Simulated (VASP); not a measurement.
A run of VASP 6.6.1:

POSCAR

```
MgZn2O4
1.0
    5.3243330000      0.0000000000      0.0000000000
    0.0000000000      9.3838590000      0.0000000000
    0.0000000000      0.0000000000      2.9889930000
Zn Mg O
4 2 8
Direct
    0.0622000000      0.3222000000      0.5000000000
    0.9378000000      0.6778000000      0.5000000000
    0.5622000000      0.1778000000      0.5000000000
    0.4378000000      0.8222000000      0.5000000000
    0.0000000000      0.0000000000      0.0000000000
    0.5000000000      0.5000000000      0.0000000000
    0.2295000000      0.0433000000      0.5000000000
    0.7705000000      0.9567000000      0.5000000000
    0.7295000000      0.4567000000      0.5000000000
    0.2705000000      0.5433000000      0.5000000000
    0.3722000000      0.3141000000      0.0000000000
    0.6278000000      0.6859000000      0.0000000000
    0.8722000000      0.1859000000      0.0000000000
    0.1278000000      0.8141000000      0.0000000000
```

The input INCAR.step1:

```
PREC     = Accurate       # precision mode
ENCUT    = 520            # plane-wave cutoff, eV
ISMEAR   = -1             # smearing method
SIGMA    = 0.1            # smearing width, eV
LREAL    = F              # projectors in reciprocal space
LASPH    = T              # aspherical terms in the spheres
NELM     = 80             # most SCF steps
NBANDS   = 63             # bands
GGA      = PE             # functional
ALGO     = Normal         # electronic algorithm
EDIFF    = 1E-4           # SCF threshold, eV
LWAVE    = T              # write WAVECAR
LCHARG   = F              # write CHGCAR
KPAR     = 4
```

The input INCAR.step2:

```
PREC     = Accurate       # precision mode
ENCUT    = 520            # plane-wave cutoff, eV
EDIFF    = 1E-6           # SCF threshold, eV
ISMEAR   = -1             # smearing method
SIGMA    = 0.1            # smearing width, eV
LREAL    = F              # projectors in reciprocal space
LASPH    = T              # aspherical terms in the spheres
NELM     = 80             # most SCF steps
ALGO     = Normal         # electronic algorithm
ISIF     = 2              # what is computed and relaxed
LWAVE    = F              # write WAVECAR
LCHARG   = F              # write CHGCAR
METAGGA  = R2SCAN         # meta-GGA
LMIXTAU  = T            
NBANDS   = 63             # bands
ISTART   = 1            
KPAR     = 4
```

The input KPOINTS:

```
regular mesh
0
Gamma
  6 4 10
```

Potentials or basis: VASP PAW PBE potentials, release 64 (Zn, Mg, O).

Launch:

```bash
$ cat potpaw_PBE.64/Zn/POTCAR potpaw_PBE.64/Mg/POTCAR potpaw_PBE.64/O/POTCAR > POTCAR
$ cp INCAR.step1 INCAR
$ mpirun -np 4 vasp_std > vasp.out
$ cp INCAR.step2 INCAR
$ mpirun -np 4 vasp_std > vasp.out
```

Hardware: 4 MPI ranks on Intel(R) Xeon(R) Platinum 8259CL CPU @ 2.50GHz (Skylake/Cascade Lake), on a shared host.

Task: How long does it take, and how much memory?

Result: It took 9.5 min on 4 MPI ranks on Intel(R) Xeon(R) Platinum 8259CL CPU @ 2.50GHz (Skylake/Cascade Lake), on a shared host, peak memory 0.63 GiB a rank. Counts: k points 72.
